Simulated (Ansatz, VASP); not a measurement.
**One calculation of HfB, two programs**

INCAR

```
PREC = Accurate ; ENCUT = 520
EDIFF = 1E-7 ; ISMEAR = 0
SIGMA = 0.15 ; LREAL = F
LASPH = T ; NELM = 100
ALGO = Normal ; ISIF = 2
LWAVE = F ; LCHARG = F
GGA = PS ; NBANDS = 14
```

The input KPOINTS:

```
regular mesh
0
Gamma
  18 18 18
```

File POSCAR:

```
HfB
1.0
    0.0000000000      2.3128875000      2.3128875000
    2.3100000000      0.0028875000      2.3100000000
    2.3100000000      2.3100000000      0.0028875000
Hf B
1 1
Direct
    0.5000000000      0.5000000000      0.5000000000
    0.0000000000      0.0000000000      0.0000000000
```

Input for Ansatz:

```yaml
crystal:
  lattice:
    - [0.0, 2.3128875, 2.3128875]
    - [2.31, 0.0028875, 2.31]
    - [2.31, 2.31, 0.0028875]
  atoms:
    - { symbol: Hf, position: [0.5, 0.5, 0.5] }
    - { symbol: B, position: [0.0, 0.0, 0.0] }
basis:
  ecutwfc: 420
kpoints:
  mp_grid: { grid: [18, 18, 18] }
hamiltonian:
  xc: pbesol
scf:
  occupations: { method: gaussian, width: 0.15 }
output:
  forces: true
  stress: true
  eigenvalues: true
```

Change from the starting cell: strain +0.0025 x Voigt [0, 0, 0, 1, 0, 0], atoms carried along.

Alike in both runs: task single point; functional PBEsol; k mesh 18 × 18 × 18; occupations gaussian, width 0.15 eV; no spin polarisation.

|  | VASP | Ansatz |
| --- | --- | --- |
| version | VASP 6.6.1 | Ansatz 0.2.0 |
| potentials or method | VASP PAW PBE potentials, release 64 (Hf_pv, B), cutoff 520 eV | scalar-relativistic, plane waves, PAW |
| valence electrons in the cell | 13 | 29 |

```tsv
	VASP	Ansatz	Ansatz less VASP
gap on the k mesh at the Fermi level (eV)	none	none	-
pressure (GPa)	24.6	23.5	-1.09
traceless stress, the component that is largest in VASP (GPa)	-0.15	-0.15	-0.008
```

VASP's potentials were made for PBE, not for PBEsol. A gap of «none» marks a metal or a gap that the smearing closes. With one functional, cell and mesh, what is left measures potentials, basis and numerics. VASP's potentials hold 13 valence electrons a cell and Ansatz's 29, so a difference there can come from the potentials and not from the codes.

Neither program's run includes spin-orbit coupling.
